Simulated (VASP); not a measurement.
# SiC (P6_3mc) in VASP: notebook

The runs below take SiC through relaxation of cell and atoms, with PBEsol.

All numbers are computed with VASP 6.6.1; they aren't measurements. Logs are shortened: lines on timing, memory, paths and dates and some standing lists are left out, and cuts for length are marked.

## Step 1: The cell of the first run

The structure is hexagonal, space group P6_3mc (No. 186). Conventional cell: a = 3.076 Å, b = 3.076 Å, c = 5.048 Å, α = 90.00°, β = 90.00°, γ = 120.00°. Si (site symmetry 3m) has 4 C at 1.88 to 1.90 Å within 2.5 Å. C (site symmetry 3m) has 4 Si at 1.88 to 1.90 Å within 2.5 Å.

## Step 2: Relaxation of cell and atoms, PBEsol, target pressure 7 GPa, at which the enthalpy is minimised

The input, INCAR:

```
SYSTEM = SiC
PREC = Accurate
ENCUT = 600
EDIFF = 1E-6
ISMEAR = 0
SIGMA = 0.01
LREAL = .False.
LASPH = .True.
NELM = 100
ALGO = Normal
ISIF = 3
LWAVE = .False.
LCHARG = .False.
GGA = PS
IBRION = 2
NSW = 100
EDIFFG = -0.002
PSTRESS = 70.0
```

The input, KPOINTS:

```
Automatic mesh
0
Gamma
  8 8 6
  0 0 0
```

The input, POSCAR:

```
SiC
1.0
    3.0757719604      0.0000000000      0.0000000000
   -1.5378859802      2.6636966539      0.0000000000
    0.0000000000      0.0000000000      5.0475313094
Si C
2 2
Direct
    0.3333333333      0.6666666667      0.0045931156
    0.6666666667      0.3333333333      0.5045931156
    0.3333333333      0.6666666667      0.3804068844
    0.6666666667      0.3333333333      0.8804068844
```

Potentials or basis: VASP PAW PBE potentials, release 64 (Si, C).

Started as:

```bash
cat potpaw_PBE.64/Si/POTCAR potpaw_PBE.64/C/POTCAR > POTCAR
mpirun -np 1 vasp_std > vasp.out
```

OUTCAR:

```text
SYSTEM = SiC
   PREC = Accurate
   ENCUT = 600
   EDIFF = 1E-6
   ISMEAR = 0
   LREAL = .False.
   LASPH = .True.
   NELM = 100
   ISIF = 3
   GGA = PS
   IBRION = 2
   NSW = 100
   EDIFFG = -0.002
   PSTRESS = 70.0

 ion  position               nearest neighbor table
   1  0.333  0.667  0.005-   4 1.88   4 1.88   4 1.88   3 1.90   2 3.09   2 3.09   2 3.09   2 3.09
                             2 3.09   2 3.09
   2  0.667  0.333  0.505-   3 1.88   3 1.88   3 1.88   4 1.90   1 3.09   1 3.09   1 3.09   1 3.09
                             1 3.09   1 3.09
   3  0.333  0.667  0.380-   2 1.88   2 1.88   2 1.88   1 1.90
   4  0.667  0.333  0.880-   1 1.88   1 1.88   1 1.88   2 1.90

  LATTYP: Found a hexagonal cell.
 ALAT       =     3.0757719604
 C/A-ratio  =     1.6410616178

  Lattice vectors:

 A1 = (   3.0757719604,   0.0000000000,   0.0000000000)
 A2 = (  -1.5378859802,   2.6636966539,   0.0000000000)
 A3 = (   0.0000000000,   0.0000000000,   5.0475313094)

Analysis of symmetry for initial positions (statically):
=====================================================================
 Subroutine PRICEL returns:
 Original cell was already a primitive cell.

 Routine SETGRP: Setting up the symmetry group for a
 hexagonal supercell.

 Subroutine GETGRP returns: Found 12 space group operations
 (whereof  6 operations were pure point group operations)
 out of a pool of 24 trial point group operations.

The static configuration has the point symmetry C_3v.
 The point group associated with its full space group is C_6v.

Analysis of symmetry for dynamics (positions and initial velocities):
=====================================================================
 Subroutine PRICEL returns:
 Original cell was already a primitive cell.

 Routine SETGRP: Setting up the symmetry group for a
 hexagonal supercell.

 Subroutine GETGRP returns: Found 12 space group operations
 (whereof  6 operations were pure point group operations)
 out of a pool of 24 trial point group operations.

The dynamic configuration has the point symmetry C_3v.
 The point group associated with its full space group is C_6v.

 Subroutine INISYM returns: Found 12 space group operations
 (whereof  6 operations are pure point group operations),
 and found     1 'primitive' translations

----------------------------------------------------------------------------------------

                                     Primitive cell

  volume of cell :      41.3540

  direct lattice vectors                    reciprocal lattice vectors
     3.075771960  0.000000000  0.000000000     0.325121632  0.187709062  0.000000000
    -1.537885980  2.663696654  0.000000000     0.000000000  0.375418124  0.000000000
     0.000000000  0.000000000  5.047531309     0.000000000  0.000000000  0.198116651

  length of vectors
     3.075771960  3.075771960  5.047531309     0.375418124  0.375418124  0.198116651

  position of ions in fractional coordinates (direct lattice)
     0.333333333  0.666666667  0.004593116
     0.666666667  0.333333333  0.504593116
     0.333333333  0.666666667  0.380406884
     0.666666667  0.333333333  0.880406884

  ion indices of the primitive-cell ions
   primitive index   ion index
                 1           1
                 2           2
                 3           3
                 4           4

----------------------------------------------------------------------------------------

 KPOINTS: Automatic mesh

Automatic generation of k-mesh.
 Grid dimensions read from file:
 generate k-points for:    8    8    6

 Generating k-lattice:

  Cartesian coordinates                     Fractional coordinates (reciprocal lattice)
     0.040640204  0.023463633  0.000000000     0.125000000 -0.000000000  0.000000000
     0.000000000  0.046927265  0.000000000     0.000000000  0.125000000  0.000000000
     0.000000000  0.000000000  0.033019442     0.000000000  0.000000000  0.166666667

  Length of vectors
     0.046927265  0.046927265  0.033019442

  Shift w.r.t. Gamma in fractional coordinates (k-lattice)
     0.000000000  0.000000000  0.000000000

 Subroutine IBZKPT returns following result:
 ===========================================

 Found     40 irreducible k-points:

 Following reciprocal coordinates:
            Coordinates               Weight
  0.000000  0.000000  0.000000      1.000000
  0.125000 -0.000000  0.000000      6.000000
  0.250000 -0.000000  0.000000      6.000000
  0.375000  0.000000  0.000000      6.000000
  0.500000 -0.000000  0.000000      3.000000
  0.125000  0.125000  0.000000      6.000000
[... 16 lines left out ...]
  0.250000 -0.000000  0.333333     12.000000
  0.375000  0.000000  0.333333     12.000000
 [... further k-points ...]
   k-points           NKPTS =     40   k-points in BZ     NKDIM =     40   number of bands    NBANDS=     12
   number of dos      NEDOS =    301   number of ions     NIONS =      4
   total plane-waves  NPLWV =  31360
   dimension x,y,z NGX =    28 NGY =   28 NGZ =   40
   dimension x,y,z NGXF=    56 NGYF=   56 NGZF=   80
   ions per type =               2   2
   NGX,Y,Z   is equivalent  to a cutoff of  15.13, 15.13, 13.17 a.u.
   NGXF,Y,Z  is equivalent  to a cutoff of  30.27, 30.27, 26.35 a.u.
 SYSTEM =  SiC
   PREC   = accura    normal or accurate (medium, high low for compatibility)
   ISTART =      0    job   : 0-new  1-cont  2-samecut
   ICHARG =      2    charge: 1-file 2-atom 10-const
   ISPIN  =      1    spin polarized calculation?
   LNONCOLLINEAR =      F non collinear calculations
   LSORBIT =      F    spin-orbit coupling
   LASPH  =      T    aspherical Exc in radial PAW
   ENCUT  =  600.0 eV  44.10 Ry    6.64 a.u.   6.14  6.14 10.08*2*pi/ulx,y,z
   NELM   =    100;   NELMIN=  2; NELMDL= -5     # of ELM steps
   EDIFF  = 0.1E-05   stopping-criterion for ELM
   LREAL  =      F    real-space projection
   EDIFFG = -.2E-02   stopping-criterion for IOM
   NSW    =    100    number of steps for IOM
   IBRION =      2    ionic relax: 0-MD 1-quasi-New 2-CG
   NFREE  =      1    steps in history (QN), initial steepest desc. (CG)
   ISIF   =      3    stress and relaxation
   ISYM   =      2    0-nonsym 1-usesym 2-fastsym
   POTIM  = 0.5000    time-step for ionic-motion
   TEBEG  =    0.0;   TEEND  =   0.0 temperature during run
   PSTRESS=   70.0 pullay stress
   NELECT =      16.0000    total number of electrons
   NUPDOWN=      -1.0000    fix difference up-down
   EMIN   =  10.00;   EMAX   =-10.00  energy-range for DOS
   EFERMI =   0.00;   METHOD = LEGACY
   ISMEAR =     0;   SIGMA  =   0.01  broadening in eV -4-tet -1-fermi 0-gaus
   EFERMI_NEDOS =   21; number of points for ismear=-14 and -15
   IALGO  =     38    algorithm
   IMIX   =      4    mixing-type and parameters
     AMIX     =   0.40;   BMIX     =  1.00
     AMIX_MAG =   1.60;   BMIX_MAG =  1.00
  volume/ion in A,a.u.               =      10.34        69.77
  Fermi-wavevector in a.u.,A,eV,Ry     =   1.192913  2.254279 19.361661  1.423042
  Thomas-Fermi vector in A             =   2.328940
   LORBIT       =      0    0 simple, 1 ext, 2 COOP (PROOUT), +10 PAW based schemes
   GGA     = PS    functional components
   LHFCALC =     F    Hartree Fock is set to
   AEXX    =    0.0000 exact exchange contribution
   IVDW    =     0    specifies the selected vdW correction
   LEPSILON=     F    determine dielectric tensor
   LRPA    =     F    only Hartree local field effects (RPA)
 conjugate gradient relaxation of ions
 non-spin polarized calculation
 Gauss-broadening in eV      SIGMA  =   0.01
  energy-cutoff  :      600.00
  volume of cell :       41.35
 maximum number of plane-waves:      1392
 NGX is ok and might be reduce to    28
   NGX = 13   NGY = 13   NGZ = 21

--------------------------------------- Ionic step        1  -------------------------------------------

 number of electron      16.0000000 magnetization

 Free energy of the ion-electron system (eV)
  ---------------------------------------------------
  ext. energy  EPLUGINS =         0.00000000
  ---------------------------------------------------
  free energy    TOTEN  =       -31.82316521 eV

  energy without entropy =      -31.82316521  energy(sigma->0) =      -31.82316521

------------------------ aborting loop because EDIFF is reached ----------------------------------------

  FORCE on cell =-STRESS in cart. coord.  units (eV):
  Direction    XX          YY          ZZ          XY          YZ          ZX
  --------------------------------------------------------------------------------------
  -------------------------------------------------------------------------------------
  Total        0.0697446      0.0697446      0.0620643      0.0000000      0.0000000      0.0000000
  in kB        2.7021110      2.7021110      2.4045543      0.0000000      0.0000000      0.0000000
  external PRESSURE =     -67.3970745 kB  Pullay stress =      70.0000000 kB
[... 185 lines left out ...]
  enthalpy is  TOTEN    =       -30.0415586346 eV   P V=        1.7563822629

--------------------------------------- Ionic step        6  -------------------------------------------

 number of electron      15.9999999 magnetization

 Free energy of the ion-electron system (eV)
  ---------------------------------------------------
  ext. energy  EPLUGINS =         0.00000000
  ---------------------------------------------------
  free energy    TOTEN  =       -31.79727664 eV

  energy without entropy =      -31.79727664  energy(sigma->0) =      -31.79727664

 E-fermi :   8.6109     XC(G=0): -11.6238

 val. band max:        8.5402360197   @ k =   0.0000   0.0000   0.0000
 cond. band min:      10.8692484361   @ k =   0.3750   0.2500   0.0000
 fundamental gap:      2.3290124164
 Fermi energy:         8.6109300805

 k-point     1 :       0.0000    0.0000    0.0000
  band No.  band energies     occupation
      1      -7.2832      2.00000
      2      -3.5668      2.00000
      3      -0.3917      2.00000
      4       7.2031      2.00000
      5       7.2031      2.00000
      6       8.4262      2.00000
      7       8.5402      2.00000
      8       8.5402      2.00000
      9      13.5202      0.00000
     10      14.9963      0.00000
     11      15.3039      0.00000
     12      15.3039      0.00000
[... 331 lines left out ...]
 k-point    24 :       0.3750    0.0000    0.3333
  band No.  band energies     occupation
      1      -4.4105      2.00000
      2      -3.0513      2.00000
      3       0.8259      2.00000
      4       2.1125      2.00000
      5       4.4041      2.00000
      6       5.7653      2.00000
      7       6.7258      2.00000
      8       6.7991      2.00000
      9      11.6340      0.00000
     10      12.4691      0.00000
     11      14.3243      0.00000
     12      15.8962      0.00000

 [... further k-points ...]

------------------------ aborting loop because EDIFF is reached ----------------------------------------

  FORCE on cell =-STRESS in cart. coord.  units (eV):
  Direction    XX          YY          ZZ          XY          YZ          ZX
  --------------------------------------------------------------------------------------
  -------------------------------------------------------------------------------------
  Total        1.7574091      1.7574091      1.7561445      0.0000000      0.0000000      0.0000000
  in kB       70.0678219     70.0678219     70.0174027      0.0000000      0.0000000      0.0000000
  external PRESSURE =       0.0510155 kB  Pullay stress =      70.0000000 kB
[... 19 lines left out ...]
  FREE ENERGIE OF THE ION-ELECTRON SYSTEM (eV)
  ---------------------------------------------------
  free  energy   TOTEN  =       -31.7972766376 eV

  energy  without entropy=      -31.7972766376  energy(sigma->0) =      -31.79727664

  enthalpy is  TOTEN    =       -30.0415686238 eV   P V=        1.7557080138

 reached required accuracy - stopping structural energy minimisation
```

It took 2.1 min on 1 thread of Intel Xeon 8259CL, shared host; peak memory 0.18 GiB.

Results:

```yaml
Free_energy: -31.7973 eV
Relaxed_volume: 10.05 Å³/atom
Relaxed_cell: a = 3.047 Å, b = 3.047 Å, c = 4.999 Å, α = 90.00°, β = 90.00°, γ = 120.00°
Space_group_after_relaxing_to_0.1_Å: P6_3mc (No. 186)
Energy_change_on_relaxing_the_run_minimises_the_enthalpy: +6.5 meV/atom
Ionic_steps: 6
Pressure_after_relaxing: 7.0 GPa
Band_gap_on_the_k_mesh: 2.33 eV (least direct gap 3.90 eV)
```

The path:
```
step  energy change (eV)  largest force (eV/Å)  pressure (GPa)  volume (Å³)
   1              0.0000                0.0004            0.26        41.35
   2              0.1250                0.0104           16.27        38.81
   3              0.0255                0.0046            6.95        40.19
   4              0.0265                0.0046            7.09        40.17
   5              0.0252                0.0088            6.91        40.20
   6              0.0259                0.0018            7.01        40.19
```

Final structure:
```
Si C
1.0
     3.04679    0.00000    0.00000
    -1.52339    2.63859    0.00000
     0.00000    0.00000    4.99862
Si C
2 2
Direct
  0.33333 0.66667 0.00461
  0.66667 0.33333 0.50461
  0.33333 0.66667 0.38039
  0.66667 0.33333 0.88039
```

Caveat: the cell is relaxed towards a set pressure, so the run minimises the enthalpy, not the energy; the PAW data sets were made with another functional, which shifts forces and pressure a little. A k mesh can miss the band edges.

## Step 3: Relaxation of cell and atoms, PBEsol, target pressure 10 GPa, at which the enthalpy is minimised

The input, INCAR:

```
SYSTEM = SiC
ALGO     = Normal         ! electronic algorithm
EDIFF    = 1E-6           ! SCF threshold, eV
EDIFFG   = -0.002         ! ionic threshold
ENCUT    = 600            ! plane-wave cutoff, eV
GGA      = PS             ! functional
IBRION   = 2              ! ionic algorithm
ISIF     = 3              ! what is computed and relaxed
ISMEAR   = 0              ! smearing method
LASPH    = .TRUE.         ! aspherical terms in the spheres
LCHARG   = .FALSE.        ! write CHGCAR
LREAL    = .FALSE.        ! projectors in reciprocal space
LWAVE    = .FALSE.        ! write WAVECAR
NELM     = 100            ! most SCF steps
NSW      = 100            ! ionic steps
PREC     = Accurate       ! precision mode
PSTRESS  = 100.0        
SIGMA    = 0.01           ! smearing width, eV
```

The input, KPOINTS:

```
k-points
0
G
  8 8 6
  0 0 0
```

POSCAR is that of step 2.

Potentials or basis: VASP PAW PBE potentials, release 64 (Si, C).

Started as:

```bash
cat potpaw_PBE.64/Si/POTCAR potpaw_PBE.64/C/POTCAR > POTCAR
mpirun -np 1 vasp_std > vasp.out
```

Run time: 2.1 min. Hardware: 1 thread of Intel Xeon 8259CL, shared host; peak memory 0.18 GiB.

Results (log left out):

| Item | Value |
| --- | --- |
| Free energy | -31.7724 eV |
| Relaxed volume | 9.93 Å³/atom |
| Relaxed cell | a = 3.035 Å, b = 3.035 Å, c = 4.979 Å, α = 90.00°, β = 90.00°, γ = 120.00° |
| Space group after relaxing (to 0.1 Å) | P6_3mc (No. 186) |
| Energy change on relaxing (the run minimises the enthalpy) | +12.7 meV/atom |
| Ionic steps | 7 |
| Pressure after relaxing | 10.0 GPa |
| Band gap on the k mesh | 2.31 eV (least direct gap 3.93 eV) |

Step by step:
```tsv
step	energy change (eV)	largest force (eV/Å)	pressure (GPa)	volume (Å³)
1	0.0000	0.0004	0.26	41.35
2	0.2654	0.0155	24.83	37.71
3	0.0497	0.0066	9.88	39.73
4	0.0517	0.0067	10.09	39.70
5	0.0500	0.0134	9.91	39.73
6	0.0509	0.0024	10.01	39.71
7	0.0507	0.0003	9.99	39.72
```

Final structure:
```
Si C
1.0
     3.03500    0.00000    0.00000
    -1.51750    2.62839    0.00000
     0.00000    0.00000    4.97865
Si C
2 2
Cartesian
  0.0000 1.7523 0.0229
  1.5175 0.8761 2.5122
  0.0000 1.7523 1.8939
  1.5175 0.8761 4.3832
```

Levels at points of the mesh, in eV from the valence-band top:
```csv
k point,band 6,band 7,band 8,band 9,band 10,band 11
"(0.00, 0.00, 0.00)",-0.11,0.00,0.00,5.08,6.58,6.83
"(0.50, 0.00, 0.00)",-3.46,-3.43,-1.21,2.72,4.16,7.11
"(0.00, 0.00, 0.50)",-0.72,-0.72,-0.72,6.17,6.17,7.49
"(0.50, 0.00, 0.50)",-2.52,-2.38,-2.38,3.26,3.26,5.34
```

Caveat: the cell is relaxed towards a set pressure, so the run minimises the enthalpy, not the energy; the PAW data sets were made with another functional, which shifts forces and pressure a little. A k mesh can miss the band edges.

## Step 4: Relaxation of cell and atoms, PBEsol, target pressure 15 GPa, at which the enthalpy is minimised

The input, INCAR:

```
SYSTEM = SiC
ALGO = Normal
EDIFF = 1E-6
EDIFFG = -0.002
ENCUT = 600
GGA = PS
IBRION = 2
ISIF = 3
ISMEAR = 0
LASPH = .TRUE.
LCHARG = .FALSE.
LREAL = .FALSE.
LWAVE = .FALSE.
NELM = 80
NSW = 100
PREC = Accurate
PSTRESS = 150.0
SIGMA = 0.01
```

KPOINTS is that of step 3.

POSCAR is that of step 3.

Started as:

```bash
cat potpaw_PBE.64/Si/POTCAR potpaw_PBE.64/C/POTCAR > POTCAR
mpirun -np 1 vasp_std > vasp.out
```

Wall time 2.6 min (1 thread of Intel Xeon 8259CL, shared host); peak memory 0.19 GiB.

The run converged. Its results:

```yaml
Free_energy: -31.7154 eV
Relaxed_volume: 9.75 Å³/atom
Relaxed_cell: a = 3.016 Å, b = 3.016 Å, c = 4.947 Å, α = 90.00°, β = 90.00°, γ = 120.00°
Space_group_after_relaxing_to_0.1_Å: P6_3mc (No. 186)
Energy_change_on_relaxing_the_run_minimises_the_enthalpy: +26.9 meV/atom
Ionic_steps: 11
Pressure_after_relaxing: 15.0 GPa
Band_gap_on_the_k_mesh: 2.28 eV (least direct gap 3.96 eV)
```

Step by step:
```tsv
step	energy change (eV)	largest force (eV/Å)	pressure (GPa)	volume (Å³)
1	0.0000	0.0004	0.26	41.35
2	0.6312	0.0237	41.37	35.92
3	0.1034	0.0097	14.67	39.03
4	0.1076	0.0099	14.99	38.98
5	0.1120	0.0101	15.32	38.94
6	0.1030	0.0222	14.63	39.03
7	0.1079	0.0044	15.01	38.98
8	0.1080	0.0041	15.01	38.98
9	0.1077	0.0016	15.00	38.98
10	0.1077	0.0007	15.00	38.98
11	0.1077	0.0003	15.00	38.98
```

Final structure:
```
Si C
1.0
     3.01632    0.00000    0.00000
    -1.50816    2.61221    0.00000
     0.00000    0.00000    4.94742
Si C
2 2
Cartesian
  0.0000 1.7415 0.0228
  1.5082 0.8707 2.4965
  0.0000 1.7415 1.8820
  1.5082 0.8707 4.3557
```

Levels at points of the mesh, in eV from the valence-band top:
```
           k point  band 6  band 7  band 8  band 9  band 10  band 11
(0.00, 0.00, 0.00)   -0.11    0.00    0.00    5.24     6.77     6.95
(0.50, 0.00, 0.00)   -3.52   -3.47   -1.21    2.75     4.18     7.25
(0.00, 0.00, 0.50)   -0.73   -0.73   -0.73    6.33     6.33     7.59
(0.50, 0.00, 0.50)   -2.54   -2.40   -2.40    3.29     3.29     5.42
```

Caveat: the cell is relaxed towards a set pressure, so the run minimises the enthalpy, not the energy; the PAW data sets were made with another functional, which shifts forces and pressure a little. A k mesh can miss the band edges.

## Step 5: Overview

| cell | gap on the mesh (eV) | pressure (GPa) |
| --- | --- | --- |
| relaxed to 7 GPa | 2.33 | 7.0 |
| relaxed to 10 GPa | 2.31 | 10.0 |
| relaxed to 15 GPa | 2.28 | 15.0 |

Alike in all rows: task relaxation of cell and atoms; level PBEsol; potentials or basis VASP PAW PBE potentials, release 64 (Si, C); no spin polarisation; k mesh 8 × 8 × 6; cutoff (eV) 600; smearing gaussian 0.01 eV.

Caveats: the cell is relaxed towards a set pressure, so the run minimises the enthalpy, not the energy; the PAW data sets were made with another functional, which shifts forces and pressure a little.

Absolute energies hang on the potentials; compare differences alone.
